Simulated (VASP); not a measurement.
A run of VASP 6.6.1:

INCAR

```
SYSTEM = Ge
  ALGO = Normal
  EDIFF = 1E-7
  ENCUT = 520
  ISIF = 2
  ISMEAR = 0
  LASPH = .True.
  LCHARG = .False.
  LREAL = .False.
  LWAVE = .False.
  NBANDS = 21
  NELM = 60
  PREC = Accurate
  SIGMA = 0.1
```

Contents of KPOINTS:

```
k-points
0
Gamma
  14 14 14
  0 0 0
```

File POSCAR:

```
Ge
1.0
    0.0000000000      2.8378823612      2.8378823612
    2.8378823612      0.0000000000      2.8378823612
    2.8378823612      2.8378823612      0.0000000000
Ge
2
Direct
    0.0000000000      0.0000000000      0.0000000000
    0.2500000000      0.2500000000      0.2500000000
```

Potentials or basis: VASP PAW LDA potentials, release 64 (Ge_d).

Command:

```console
$ cat potpaw_LDA.64/Ge_d/POTCAR > POTCAR
$ mpirun -np 1 vasp_std > vasp.out
```

Hardware: 1 thread of Intel(R) Xeon(R) 6975P-C (Granite Rapids), on a shared host.

Task: How long does it take, and how much memory?

Result: It took 34 s on 1 thread of Intel(R) Xeon(R) 6975P-C (Granite Rapids) (shared host), peak memory 0.19 GiB. Counts: scf iterations 12, k points 104.
